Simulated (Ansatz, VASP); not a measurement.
## NaF in VASP and in Ansatz

```
CELL_PARAMETERS angstrom
0.00000 2.34979 2.34979
2.34979 0.00000 2.34979
2.34979 2.34979 0.00000
ATOMIC_POSITIONS crystal
Na 0.00000 0.00000 0.00000
F 0.50000 0.50000 0.50000
```

Change from the starting cell: the structure that the rattled cell fell into.

Alike in both runs: functional PBE; k mesh 8 × 8 × 8; occupations gaussian, width 0.02 eV; no spin polarisation.

Ansatz relaxed the structure, and its values are those at the end. VASP's run is a single point on that final structure, the one shown.

|  | VASP | Ansatz |
| --- | --- | --- |
| version | VASP 6.6.1 | Ansatz 0.2.0 |
| potentials or method | VASP PAW PBE potentials, release 64 (Na_pv, F), cutoff 520 eV | scalar-relativistic, plane waves, PAW |
| valence electrons in the cell | 14 | 16 |

VASP gave:

```
gap on the k mesh at the Fermi level (eV) : 6.08
least direct gap on the mesh (eV)         : 6.08
pressure (GPa)                            : -0.1
```

Task: Estimate Ansatz's values.

Result: gap on the k mesh at the Fermi level (eV): 6.09; least direct gap on the mesh (eV): 6.09; pressure (GPa): 0.0.

With one functional, cell and mesh, what is left measures potentials, basis and numerics. VASP's potentials hold 14 valence electrons a cell and Ansatz's 16, so a difference there can come from the potentials and not from the codes.
